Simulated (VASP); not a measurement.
# MgO: single point with PBE

The system is MgO.

```
Mg O
1.0
     0.00000    2.13800    2.13800
     2.13800    0.00000    2.13800
     2.13800    2.13800    0.00000
Mg O
1 1
Direct
  0.00000 0.00000 0.00000
  0.50000 0.50000 0.50000
```

* Program: VASP 6.6.1
* Task: single point
* Functional: PBE
* Potentials or basis: VASP PAW PBE potentials, release 64 (Mg, O)
* Cutoff: 600 eV
* k mesh: 9 × 9 × 9
* Occupations: gaussian, width 0.03 eV
* Spin: no spin polarisation

| Item | Value |
| --- | --- |
| Pressure | -3.3 GPa |
| Band gap on the k mesh | 4.30 eV, direct |

Levels at points of the mesh, in eV from the valence-band top:
| k point | band 1 | band 2 | band 3 | band 4 | band 5 | band 6 | band 7 | band 8 |
| --- | --- | --- | --- | --- | --- | --- | --- | --- |
| (0.00, 0.00, 0.00) | -17.04 | 0.00 | 0.00 | 0.00 | 4.30 | 15.54 | 15.54 | 15.54 |

Wall time 16 s on 1 thread of Intel Xeon 8259CL (shared host), peak memory 0.14 GiB.

A hybrid or GW would open this gap; PBE tends to underestimate it.
